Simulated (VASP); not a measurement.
Input of a VASP 6.6.1 run:

Contents of INCAR:

```
SYSTEM = Ru
ALGO     = Fast           ! electronic algorithm
EDIFF    = 1E-7           ! SCF threshold, eV
ENCUT    = 520            ! plane-wave cutoff, eV
GGA      = PS             ! functional
ISIF     = 2              ! what is computed and relaxed
ISMEAR   = 0              ! smearing method
LASPH    = .TRUE.         ! aspherical terms in the spheres
LCHARG   = .FALSE.        ! write CHGCAR
LREAL    = .FALSE.        ! projectors in reciprocal space
LWAVE    = .FALSE.        ! write WAVECAR
NBANDS   = 21             ! bands
NELM     = 60             ! most SCF steps
PREC     = Accurate       ! precision mode
SIGMA    = 0.15           ! smearing width, eV
```

File KPOINTS:

```
k-points
0
G
  24 24 12
  0 0 0
```

POSCAR

```
Ru
1.0
    2.7057993342      0.0000000000      0.0000000000
   -1.3528996671      2.3432909610      0.0000000000
    0.0000000000      0.0000000000      4.2819000000
Ru
2
Direct
    0.2906583085      0.5813166170      0.2266458815
    0.6666666667      0.3333333333      0.7500000000
```

Potentials or basis: VASP PAW PBE potentials, release 64 (Ru_pv).

Run with:

```bash
$ cat potpaw_PBE.64/Ru_pv/POTCAR > POTCAR
$ mpirun -np 1 vasp_std > vasp.out
```

**Question.** What does it give for the band gap on the k mesh?

**Answer.** Zero (bands 14 and 15 overlap by 3.01 eV).

**Question.** What does it give for the largest force?

**Answer.** 1.902 eV/Å.

Stress tensor (GPa, compression positive):
```
-0.61  0.00  0.00
 0.00 -8.14  2.77
 0.00  2.77  0.83
```

Caveat: the cell differs from its parent crystal (atom 1 (Ru) moved by (-0.200, -0.100) A along y and z); the stress differs along the axes, from -8 to 1 GPa; the PAW data sets were made with another functional, which shifts forces and pressure a little.
